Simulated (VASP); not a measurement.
# Bi (Im-3m) in VASP: a series of runs

The runs below take Bi through single point, with PBEsol, r2SCAN.

Everything below comes from runs of VASP 6.6.1. Logs are shortened: lines on timing, memory, paths and dates and some standing lists are left out, and cuts for length are marked.

## (1) The cell of the first run

The structure is cubic, space group Im-3m (No. 229). Conventional cell: a = 3.963 Å, b = 3.963 Å, c = 3.963 Å, α = 90.00°, β = 90.00°, γ = 90.00°. Bi (site symmetry m-3m) has 14 Bi at 3.43 to 3.96 Å within 4.5 Å.

## (2) Single point, PBEsol

The input, INCAR:

```
PREC = Accurate
ENCUT = 520
EDIFF = 1E-6
ISMEAR = -1
SIGMA = 0.05
LREAL = F
LASPH = T
NELM = 100
ALGO = Fast
ISIF = 2
LWAVE = F
LCHARG = F
GGA = PS
NBANDS = 14
```

The input, KPOINTS:

```
Automatic mesh
0
Gamma
  9 9 9
```

The input, POSCAR:

```
Bi
1.0
   -1.9814305318      1.9814305318      1.9814305318
    1.9814305318     -1.9814305318      1.9814305318
    1.9814305318      1.9814305318     -1.9814305318
Bi
1
Direct
    0.0000000000      0.0000000000      0.0000000000
```

Potentials or basis: VASP PAW PBE potentials, release 64 (Bi_d).

Launch:

```sh
$ cat potpaw_PBE.64/Bi_d/POTCAR > POTCAR
$ mpirun -np 1 vasp_std > vasp.out
```

OUTCAR:

```text
PREC = Accurate
   ENCUT = 520
   EDIFF = 1E-6
   ISMEAR = -1
   LREAL = F
   LASPH = T
   NELM = 100
   ISIF = 2
   GGA = PS

 ion  position               nearest neighbor table
   1  0.000  0.000  0.000-

  LATTYP: Found a body centered cubic cell.
 ALAT       =     3.9628610636

  Lattice vectors:

 A1 = (  -1.9814305318,   1.9814305318,   1.9814305318)
 A2 = (   1.9814305318,  -1.9814305318,   1.9814305318)
 A3 = (   1.9814305318,   1.9814305318,  -1.9814305318)

Analysis of symmetry for initial positions (statically):
=====================================================================
 Subroutine PRICEL returns:
 Original cell was already a primitive cell.

 Routine SETGRP: Setting up the symmetry group for a
 body centered cubic supercell.

 Subroutine GETGRP returns: Found 48 space group operations
[... 9 lines left out ...]

 Routine SETGRP: Setting up the symmetry group for a
 body centered cubic supercell.

 Subroutine GETGRP returns: Found 48 space group operations
[... 11 lines left out ...]
                                     Primitive cell

  volume of cell :      31.1169

  direct lattice vectors                    reciprocal lattice vectors
    -1.981430532  1.981430532  1.981430532     0.000000000  0.252342937  0.252342937
     1.981430532 -1.981430532  1.981430532     0.252342937  0.000000000  0.252342937
     1.981430532  1.981430532 -1.981430532     0.252342937  0.252342937  0.000000000

  length of vectors
     3.431938353  3.431938353  3.431938353     0.356866804  0.356866804  0.356866804

  position of ions in fractional coordinates (direct lattice)
     0.000000000  0.000000000  0.000000000

  ion indices of the primitive-cell ions
   primitive index   ion index
                 1           1

----------------------------------------------------------------------------------------

 KPOINTS: Automatic mesh

Automatic generation of k-mesh.
 Grid dimensions read from file:
 generate k-points for:    9    9    9

 Generating k-lattice:

  Cartesian coordinates                     Fractional coordinates (reciprocal lattice)
     0.000000000  0.028038104  0.028038104     0.111111111  0.000000000  0.000000000
     0.028038104  0.000000000  0.028038104     0.000000000  0.111111111  0.000000000
     0.028038104  0.028038104  0.000000000     0.000000000  0.000000000  0.111111111

  Length of vectors
     0.039651867  0.039651867  0.039651867

  Shift w.r.t. Gamma in fractional coordinates (k-lattice)
     0.000000000  0.000000000  0.000000000

 Subroutine IBZKPT returns following result:
 ===========================================

 Found     35 irreducible k-points:

 Following reciprocal coordinates:
            Coordinates               Weight
  0.000000  0.000000  0.000000      1.000000
  0.111111  0.000000  0.000000     12.000000
  0.222222  0.000000  0.000000     12.000000
  0.333333  0.000000  0.000000     12.000000
  0.444444  0.000000  0.000000     12.000000
  0.111111  0.111111  0.000000     24.000000
[... 16 lines left out ...]
 -0.333333  0.444444  0.111111     48.000000
 -0.444444 -0.444444  0.111111     24.000000
 [... further k-points ...]
   k-points           NKPTS =     35   k-points in BZ     NKDIM =     35   number of bands    NBANDS=     14
   number of dos      NEDOS =    301   number of ions     NIONS =      1
   total plane-waves  NPLWV =  21952
   dimension x,y,z NGX =    28 NGY =   28 NGZ =   28
   dimension x,y,z NGXF=    56 NGYF=   56 NGZF=   56
   ions per type =               1
   NGX,Y,Z   is equivalent  to a cutoff of  13.56, 13.56, 13.56 a.u.
   NGXF,Y,Z  is equivalent  to a cutoff of  27.13, 27.13, 27.13 a.u.
 SYSTEM =  unknown system
   PREC   = accura    normal or accurate (medium, high low for compatibility)
   ISTART =      0    job   : 0-new  1-cont  2-samecut
   ICHARG =      2    charge: 1-file 2-atom 10-const
   ISPIN  =      1    spin polarized calculation?
   LNONCOLLINEAR =      F non collinear calculations
   LSORBIT =      F    spin-orbit coupling
   LASPH  =      T    aspherical Exc in radial PAW
   ENCUT  =  520.0 eV  38.22 Ry    6.18 a.u.   6.38  6.38  6.38*2*pi/ulx,y,z
   NELM   =    100;   NELMIN=  2; NELMDL= -5     # of ELM steps
   EDIFF  = 0.1E-05   stopping-criterion for ELM
   LREAL  =      F    real-space projection
   EDIFFG = 0.1E-04   stopping-criterion for IOM
   NSW    =      0    number of steps for IOM
   IBRION =     -1    ionic relax: 0-MD 1-quasi-New 2-CG
[... 8 lines left out ...]
   EMIN   =  10.00;   EMAX   =-10.00  energy-range for DOS
   EFERMI =   0.00;   METHOD = LEGACY
   ISMEAR =    -1;   SIGMA  =   0.05  broadening in eV -4-tet -1-fermi 0-gaus
   EFERMI_NEDOS =   21; number of points for ismear=-14 and -15
   IALGO  =     68    algorithm
   IMIX   =      4    mixing-type and parameters
     AMIX     =   0.40;   BMIX     =  1.00
     AMIX_MAG =   1.60;   BMIX_MAG =  1.00
  volume/ion in A,a.u.               =      31.12       209.99
  Fermi-wavevector in a.u.,A,eV,Ry     =   1.283630  2.425708 22.418388  1.647705
  Thomas-Fermi vector in A             =   2.415871
   LORBIT       =      0    0 simple, 1 ext, 2 COOP (PROOUT), +10 PAW based schemes
   GGA     = PS    functional components
   LHFCALC =     F    Hartree Fock is set to
   AEXX    =    0.0000 exact exchange contribution
   IVDW    =     0    specifies the selected vdW correction
   LEPSILON=     F    determine dielectric tensor
   LRPA    =     F    only Hartree local field effects (RPA)
 non-spin polarized calculation
 RMM-DIIS sequential band-by-band and
  energy-cutoff  :      520.00
  volume of cell :       31.12
 maximum number of plane-waves:       887
 NGX is ok and might be reduce to    28
   NGX = 13   NGY = 13   NGZ = 13

 number of electron      14.9999994 magnetization

 Free energy of the ion-electron system (eV)
  ---------------------------------------------------
  ext. energy  EPLUGINS =         0.00000000
  ---------------------------------------------------
  free energy    TOTEN  =        -4.22716116 eV

  energy without entropy =       -4.22299400  energy(sigma->0) =       -4.22507758

 E-fermi :   7.7610     XC(G=0): -10.4385

 val. band max:        7.7587072334   @ k =  -0.2222   0.2222   0.1111
 cond. band min:       7.9771883095   @ k =   0.3333   0.2222   0.1111
 fundamental gap:      0.2184810761
 Fermi energy:         7.7610097325

 k-point     1 :       0.0000    0.0000    0.0000
  band No.  band energies     occupation
      1     -15.1992      2.00000
      2     -15.1992      2.00000
      3     -15.1992      2.00000
      4     -15.0700      2.00000
      5     -15.0700      2.00000
      6      -5.7840      2.00000
      7      12.8652      0.00000
      8      12.8652      0.00000
      9      12.8652      0.00000
     10      16.8483      0.00000
     11      18.2230      0.00000
     12      18.2230      0.00000
     13      18.2230      0.00000
     14      19.4405      0.00000

 k-point     2 :       0.1111    0.0000    0.0000
  band No.  band energies     occupation
      1     -15.2039      2.00000
      2     -15.1912      2.00000
      3     -15.1748      2.00000
      4     -15.0753      2.00000
      5     -15.0708      2.00000
      6      -5.5593      2.00000
      7      10.8501      0.00000
      8      12.2246      0.00000
      9      12.6623      0.00000
     10      16.5447      0.00000
     11      17.3116      0.00000
     12      17.9649      0.00000
     13      18.4208      0.00000
     14      20.3583      0.00000

 k-point     3 :       0.2222    0.0000    0.0000
  band No.  band energies     occupation
      1     -15.2157      2.00000
      2     -15.1754      2.00000
      3     -15.1123      2.00000
      4     -15.0854      2.00000
      5     -15.0731      2.00000
      6      -4.9019      2.00000
      7       7.7290      1.30978
      8      11.0111      0.00000
      9      12.1411      0.00000
     10      15.0947      0.00000
     11      16.3346      0.00000
     12      18.1258      0.00000
     13      19.6410      0.00000
     14      22.4572      0.00000

 k-point     4 :       0.3333    0.0000    0.0000
  band No.  band energies     occupation
      1     -15.2292      2.00000
      2     -15.1699      2.00000
      3     -15.0856      2.00000
      4     -15.0756      2.00000
      5     -15.0401      2.00000
      6      -3.8995      2.00000
      7       4.9002      2.00000
      8       9.9701      0.00000
      9      11.5803      0.00000
     10      14.1868      0.00000
     11      15.6793      0.00000
     12      18.9507      0.00000
     13      20.4538      0.00000
     14      24.7595      0.00000

 k-point     5 :       0.4444    0.0000    0.0000
  band No.  band energies     occupation
      1     -15.2379      2.00000
      2     -15.1747      2.00000
      3     -15.0781      2.00000
      4     -15.0772      2.00000
      5     -14.9924      2.00000
      6      -2.9144      2.00000
      7       2.9668      2.00000
      8       9.3966      0.00000
      9      11.2409      0.00000
     10      13.7539      0.00000
     11      15.3541      0.00000
[... 276 lines left out ...]
 k-point    22 :      -0.4444    0.4444    0.1111
  band No.  band energies     occupation
      1     -15.2114      2.00000
      2     -15.1662      2.00000
      3     -15.0933      2.00000
      4     -15.0816      2.00000
      5     -14.9947      2.00000
      6      -2.7330      2.00000
      7       3.2105      2.00000
      8       8.7655      0.00000
      9      10.1250      0.00000
     10      15.0758      0.00000
     11      16.3359      0.00000
     12      17.6209      0.00000
     13      19.6129      0.00000
     14      25.9213      0.00000

 k-point    23 :      -0.3333    0.4444    0.1111
  band No.  band energies     occupation
      1     -15.1861      2.00000
      2     -15.1509      2.00000
      3     -15.1045      2.00000
      4     -15.0858      2.00000
      5     -15.0184      2.00000
      6      -2.8682      2.00000
      7       4.2726      2.00000
      8       7.2669      1.99990
      9      10.4538      0.00000
     10      15.0075      0.00000
     11      15.9634      0.00000
     12      19.0927      0.00000
     13      19.3808      0.00000
     14      23.0466      0.00000

 k-point    24 :      -0.4444   -0.4444    0.1111
  band No.  band energies     occupation
      1     -15.1886      2.00000
      2     -15.1546      2.00000
      3     -15.1110      2.00000
      4     -15.0741      2.00000
      5     -14.9990      2.00000
      6      -2.3125      2.00000
      7       3.3692      2.00000
      8       6.8964      2.00000
      9      10.3800      0.00000
     10      15.1300      0.00000
     11      16.5926      0.00000
     12      17.6514      0.00000
     13      19.1311      0.00000
     14      25.4749      0.00000

 [... further k-points ...]
[... 5 lines left out ...]
  --------------------------------------------------------------------------------------
  -------------------------------------------------------------------------------------
  Total       -0.3907409     -0.3907409     -0.3907409     -0.0000000     -0.0000000      0.0000000
  in kB      -20.1188387    -20.1188387    -20.1188387     -0.0000000     -0.0000000      0.0000000
  external PRESSURE =     -20.1188387 kB  Pullay stress =       0.0000000 kB

 VOLUME and BASIS-vectors are now :
 -----------------------------------------------------------------------------
  energy-cutoff  :      520.00
  volume of cell :       31.12
      direct lattice vectors                 reciprocal lattice vectors
    -1.981430532  1.981430532  1.981430532     0.000000000  0.252342937  0.252342937
     1.981430532 -1.981430532  1.981430532     0.252342937  0.000000000  0.252342937
     1.981430532  1.981430532 -1.981430532     0.252342937  0.252342937  0.000000000

 POSITION                                       TOTAL-FORCE (eV/Angst)
 -----------------------------------------------------------------------------------
      0.00000      0.00000      0.00000         0.000000      0.000000      0.000000
 -----------------------------------------------------------------------------------
    total drift:                               -0.000000     -0.000000     -0.000000

  FREE ENERGIE OF THE ION-ELECTRON SYSTEM (eV)
  ---------------------------------------------------
  free  energy   TOTEN  =        -4.2271611598 eV

  energy  without entropy=       -4.2229940000  energy(sigma->0) =       -4.22507758
```

It took 15 s on 1 thread of Intel Xeon Platinum 8259CL at 2.50GHz (Skylake/Cascade Lake), shared host; peak memory 0.15 GiB.

Results:

| Quantity | Value |
| --- | --- |
| Free energy | -4.2272 eV |
| Pressure | -2.0 GPa |

Caveat: the PAW data sets were made with another functional, which shifts forces and pressure a little; spin-orbit coupling is left out, which moves the levels of the heavy elements.

(Part 1 of 2 ends here.)
